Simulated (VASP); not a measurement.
# PdPtCl4 (F-43m) in VASP: further runs, part 2 of 2

VASP 6.6.1. Earlier steps stand in the parts before.

### 3 Single point, PBE, collinear spin

This run uses another cell than the first one, of 20.72 Å³/atom.

Input file INCAR:

```
PREC = Accurate ; ENCUT = 520
EDIFF = 1E-6 ; ISMEAR = 0
SIGMA = 0.1 ; LREAL = False
LASPH = True ; NELM = 150
ALGO = Normal ; ISIF = 2
LWAVE = False ; LCHARG = True
ISPIN = 2 ; MAGMOM = 0.47 0.7 0 0 0 0
LORBIT = 11 ; LMAXMIX = 4
GGA = PE ; LELF = True
LVHAR = True ; NBANDS = 37
```

Input file KPOINTS:

```
Automatic mesh
0
Gamma
  8 8 8
```

Input file POSCAR:

```
PdPtCl4
1.0
    0.0000000000      3.9615227521      3.9615227521
    3.9615227521      0.0000000000      3.9615227521
    3.9615227521      3.9615227521      0.0000000000
Pd Pt Cl
1 1 4
Direct
    0.7500000000      0.7500000000      0.7500000000
    0.0000000000      0.0000000000      0.0000000000
    0.8755054172      0.3748315276      0.3748315276
    0.3748315276      0.3748315276      0.3748315276
    0.3748315276      0.8755054172      0.3748315276
    0.3748315276      0.3748315276      0.8755054172
```

Potentials or basis: VASP PAW PBE potentials, release 64 (Pd, Pt, Cl).

Launch:

```bash
$ cat potpaw_PBE.64/Pd/POTCAR potpaw_PBE.64/Pt/POTCAR potpaw_PBE.64/Cl/POTCAR > POTCAR
$ mpirun -np 1 vasp_std > vasp.out
```

OUTCAR:

```text
PREC = Accurate
   ENCUT = 520
   EDIFF = 1E-6
   ISMEAR = 0
   LREAL = False
   LASPH = True
   NELM = 150
   ISIF = 2
   ISPIN = 2
   LORBIT = 11
   GGA = PE

 ion  position               nearest neighbor table
   1  0.750  0.750  0.750-   2 3.43   2 3.43   2 3.43   2 3.43
   2  0.000  0.000  0.000-   1 3.43   1 3.43   1 3.43   1 3.43
   3  0.876  0.375  0.375-
   4  0.375  0.375  0.375-
   5  0.375  0.876  0.375-
   6  0.375  0.375  0.876-

  LATTYP: Found a face centered cubic cell.
 ALAT       =     7.9230455042

  Lattice vectors:

 A1 = (   0.0000000000,   3.9615227521,   3.9615227521)
 A2 = (   3.9615227521,   0.0000000000,   3.9615227521)
 A3 = (   3.9615227521,   3.9615227521,   0.0000000000)

Analysis of symmetry for initial positions (statically):
=====================================================================
 Subroutine PRICEL returns:
 Original cell was already a primitive cell.

 Routine SETGRP: Setting up the symmetry group for a
 face centered cubic supercell.

 Subroutine GETGRP returns: Found 24 space group operations
 (whereof 24 operations were pure point group operations)
 out of a pool of 48 trial point group operations.

The static configuration has the point symmetry T_d .

Analysis of symmetry for dynamics (positions and initial velocities):
=====================================================================
 Subroutine PRICEL returns:
 Original cell was already a primitive cell.

 Routine SETGRP: Setting up the symmetry group for a
 face centered cubic supercell.

 Subroutine GETGRP returns: Found 24 space group operations
 (whereof 24 operations were pure point group operations)
 out of a pool of 48 trial point group operations.

The dynamic configuration has the point symmetry T_d .

Analysis of structural, dynamic, and magnetic symmetry:
=====================================================================
 Subroutine PRICEL returns:
 Original cell was already a primitive cell.

[... 175 lines left out ...]
      1     -12.4634      1.00000
      2     -10.1082      1.00000
      3     -10.1082      1.00000
      4     -10.1082      1.00000
      5      -2.7345      1.00000
      6      -0.9661      1.00000
[... 925 lines left out ...]
     35      14.7315      0.00000
     36      14.7862      0.00000

 [... further k-points ...]

 spin component 2

 k-point     1 :       0.0000    0.0000    0.0000
  band No.  band energies     occupation
      1     -12.5134      1.00000
      2     -10.1549      1.00000
      3     -10.1549      1.00000
      4     -10.1549      1.00000
      5      -2.8397      1.00000
      6      -0.9756      1.00000
[... 925 lines left out ...]
     35      14.7048      0.00000
     36      14.7634      0.00000

 [... further k-points ...]

 [bands above 36 left out]

------------------------ aborting loop because EDIFF is reached ----------------------------------------

  FORCE on cell =-STRESS in cart. coord.  units (eV):
  Direction    XX          YY          ZZ          XY          YZ          ZX
  --------------------------------------------------------------------------------------
  -------------------------------------------------------------------------------------
  Total       -0.0877614     -0.0877614     -0.0877614      0.0000000      0.0000000      0.0000000
  in kB       -1.1308306     -1.1308306     -1.1308306      0.0000000      0.0000000      0.0000000
  external PRESSURE =      -1.1308306 kB  Pullay stress =       0.0000000 kB

 VOLUME and BASIS-vectors are now :
 -----------------------------------------------------------------------------
  energy-cutoff  :      520.00
  volume of cell :      124.34
      direct lattice vectors                 reciprocal lattice vectors
     0.000000000  3.961522752  3.961522752    -0.126214093  0.126214093  0.126214093
     3.961522752  0.000000000  3.961522752     0.126214093 -0.126214093  0.126214093
     3.961522752  3.961522752  0.000000000     0.126214093  0.126214093 -0.126214093

 POSITION                                       TOTAL-FORCE (eV/Angst)
 -----------------------------------------------------------------------------------
      5.94228      5.94228      5.94228        -0.000000     -0.000000     -0.000000
      0.00000      0.00000      0.00000        -0.000000     -0.000000     -0.000000
      2.96981      4.95324      4.95324         0.001182     -0.001182     -0.001182
      2.96981      2.96981      2.96981         0.001182      0.001182      0.001182
      4.95324      2.96981      4.95324        -0.001182      0.001182     -0.001182
      4.95324      4.95324      2.96981        -0.001182     -0.001182      0.001182
 -----------------------------------------------------------------------------------
    total drift:                                0.000000      0.000000     -0.000000

  FREE ENERGIE OF THE ION-ELECTRON SYSTEM (eV)
  ---------------------------------------------------
  free  energy   TOTEN  =       -11.4069063713 eV

  energy  without entropy=      -11.3537189161  energy(sigma->0) =      -11.38031264

 total charge

# of ion       s       p       d       tot
------------------------------------------
    1        0.143   0.081   8.600   8.824
    2        0.305   0.085   8.208   8.598
    3        1.646   3.308   0.000   4.954
    4        1.646   3.308   0.000   4.954
    5        1.646   3.308   0.000   4.954
    6        1.646   3.308   0.000   4.954
--------------------------------------------------
tot          7.033  13.399  16.808  37.240

 magnetization (x)

# of ion       s       p       d       tot
------------------------------------------
    1       -0.002  -0.000   0.311   0.309
    2        0.003   0.000   0.494   0.497
    3       -0.001  -0.034   0.000  -0.035
    4       -0.001  -0.034   0.000  -0.035
    5       -0.001  -0.034   0.000  -0.035
    6       -0.001  -0.034   0.000  -0.035
--------------------------------------------------
tot         -0.001  -0.137   0.805   0.667
```

Wall time 2.6 min (1 thread of Intel Xeon 6975P-C (Granite Rapids), shared host); peak memory 0.44 GiB.

What came out:

```
Free energy                                           : -11.4069 eV
Pressure                                              : -0.1 GPa
Net moment                                            : 0.64 μB per cell
Site moments                                          : Pd +0.31; Pt +0.50; Cl -0.04 μB
Valence electrons inside the program's atomic spheres : Pd 8.82; Pt 8.60; Cl 4.95
```

Forces in eV/Å, atoms in the order of the input:
```
Pd   0.000  0.000  0.000
Pt   0.000  0.000  0.000
Cl   0.001 -0.001 -0.001
Cl   0.001  0.001  0.001
Cl  -0.001  0.001 -0.001
Cl  -0.001 -0.001  0.001
```

Caveat: a moment this small can come from the mesh or the smearing.

### 4 Single point, PBE, collinear spin

This run uses another cell than the first one, of 20.72 Å³/atom.

Input file INCAR:

```
PREC = Accurate
ENCUT = 520
EDIFF = 1E-6
ISMEAR = 0
SIGMA = 0.1
LREAL = False
LASPH = True
NELM = 150
ALGO = Normal
ISIF = 2
LWAVE = False
LCHARG = False
ISPIN = 2
MAGMOM = 0.34 0.54 0 0 0 0
LORBIT = 11
LMAXMIX = 4
GGA = PE
NBANDS = 37
```

Input file KPOINTS:

```
regular mesh
0
Gamma
  8 8 8
```

POSCAR is that of step 3.

Potentials or basis: VASP PAW PBE potentials, release 64 (Pd, Pt, Cl).

Launch:

```bash
$ cat potpaw_PBE.64/Pd/POTCAR potpaw_PBE.64/Pt/POTCAR potpaw_PBE.64/Cl/POTCAR > POTCAR
$ mpirun -np 1 vasp_std > vasp.out
```

OUTCAR:

```text
PREC = Accurate
   ENCUT = 520
   EDIFF = 1E-6
   ISMEAR = 0
   LREAL = False
   LASPH = True
   NELM = 150
   ISIF = 2
   ISPIN = 2
   LORBIT = 11
   GGA = PE

 ion  position               nearest neighbor table
   1  0.750  0.750  0.750-   2 3.43   2 3.43   2 3.43   2 3.43
   2  0.000  0.000  0.000-   1 3.43   1 3.43   1 3.43   1 3.43
   3  0.876  0.375  0.375-
   4  0.375  0.375  0.375-
   5  0.375  0.876  0.375-
   6  0.375  0.375  0.876-

  LATTYP: Found a face centered cubic cell.
 ALAT       =     7.9230455042

  Lattice vectors:

 A1 = (   0.0000000000,   3.9615227521,   3.9615227521)
 A2 = (   3.9615227521,   0.0000000000,   3.9615227521)
[... 2108 lines left out ...]
 -----------------------------------------------------------------------------------
      5.94228      5.94228      5.94228        -0.000000     -0.000000     -0.000000
      0.00000      0.00000      0.00000        -0.000000     -0.000000     -0.000000
      2.96981      4.95324      4.95324         0.001171     -0.001171     -0.001171
      2.96981      2.96981      2.96981         0.001171      0.001171      0.001171
      4.95324      2.96981      4.95324        -0.001171      0.001171     -0.001171
      4.95324      4.95324      2.96981        -0.001171     -0.001171      0.001171
 -----------------------------------------------------------------------------------
    total drift:                                0.000000      0.000000     -0.000000

  FREE ENERGIE OF THE ION-ELECTRON SYSTEM (eV)
  ---------------------------------------------------
  free  energy   TOTEN  =       -11.4069063803 eV

  energy  without entropy=      -11.3537065038  energy(sigma->0) =      -11.38030644

 total charge

# of ion       s       p       d       tot
------------------------------------------
    1        0.143   0.081   8.599   8.823
    2        0.305   0.085   8.208   8.598
    3        1.646   3.308   0.000   4.955
    4        1.646   3.308   0.000   4.955
    5        1.646   3.308   0.000   4.955
    6        1.646   3.308   0.000   4.955
--------------------------------------------------
tot          7.033  13.399  16.808  37.240

 magnetization (x)

# of ion       s       p       d       tot
------------------------------------------
    1       -0.002  -0.000   0.311   0.309
    2        0.003   0.000   0.494   0.498
    3       -0.001  -0.034   0.000  -0.035
    4       -0.001  -0.034   0.000  -0.035
    5       -0.001  -0.034   0.000  -0.035
    6       -0.001  -0.034   0.000  -0.035
--------------------------------------------------
tot         -0.001  -0.137   0.805   0.667
```

OSZICAR:

```text
N       E                     dE             d eps       ncg     rms          rms(c)
DAV:   1     0.304935773095E+03    0.30494E+03   -0.21767E+04  4300   0.115E+03
DAV:   2     0.882466688260E+01   -0.29611E+03   -0.27315E+03  5125   0.245E+02
DAV:   3    -0.120445028585E+02   -0.20869E+02   -0.19744E+02  4866   0.644E+01
DAV:   4    -0.123369871048E+02   -0.29248E+00   -0.29168E+00  5185   0.890E+00
DAV:   5    -0.123420633341E+02   -0.50762E-02   -0.50757E-02  5024   0.119E+00    0.176E+01
DAV:   6    -0.196592749611E+02   -0.73172E+01   -0.52952E+01  4598   0.306E+01    0.254E+01
DAV:   7    -0.132147168207E+02    0.64446E+01   -0.62207E+00  4499   0.165E+01    0.115E+01
DAV:   8    -0.123853156916E+02    0.82940E+00   -0.33094E+00  4512   0.105E+01    0.966E+00
DAV:   9    -0.114587489609E+02    0.92657E+00   -0.13074E+00  4974   0.816E+00    0.559E+00
DAV:  10    -0.114166905678E+02    0.42058E-01   -0.40258E-01  4667   0.396E+00    0.255E+00
DAV:  11    -0.114171702038E+02   -0.47964E-03   -0.12077E-02  4906   0.610E-01    0.165E+00
DAV:  12    -0.114074328963E+02    0.97373E-02   -0.27951E-02  4572   0.124E+00    0.612E-01
DAV:  13    -0.114079154125E+02   -0.48252E-03   -0.35996E-03  4677   0.495E-01    0.363E-01
DAV:  14    -0.114069064582E+02    0.10090E-02   -0.93257E-04  5019   0.212E-01    0.631E-02
DAV:  15    -0.114069160782E+02   -0.96200E-05   -0.99400E-05  4776   0.673E-02    0.432E-02
DAV:  16    -0.114069072378E+02    0.88404E-05   -0.10795E-05  5094   0.233E-02    0.151E-02
DAV:  17    -0.114069061276E+02    0.11101E-05   -0.39857E-06  3659   0.127E-02    0.588E-03
DAV:  18    -0.114069063803E+02   -0.25269E-06   -0.55964E-07  2636   0.422E-03
   1 F= -.11406906E+02 E0= -.11380306E+02  d E =-.531999E-01  mag=     0.6415
```

Run time: 2.7 min. Hardware: 1 thread of Intel Xeon 6975P-C (Granite Rapids), shared host; peak memory 0.44 GiB.

What came out:

```
Free energy                                           : -11.4069 eV
Pressure                                              : -0.1 GPa
Net moment                                            : 0.64 μB per cell
Site moments                                          : Pd +0.31; Pt +0.50; Cl -0.04 μB
Valence electrons inside the program's atomic spheres : Pd 8.82; Pt 8.60; Cl 4.96
```

Forces on the atoms (eV/Å):
```
Pd   0.000  0.000  0.000
Pt   0.000  0.000  0.000
Cl   0.001 -0.001 -0.001
Cl   0.001  0.001  0.001
Cl  -0.001  0.001 -0.001
Cl  -0.001 -0.001  0.001
```

Caveat: a moment this small can come from the mesh or the smearing.
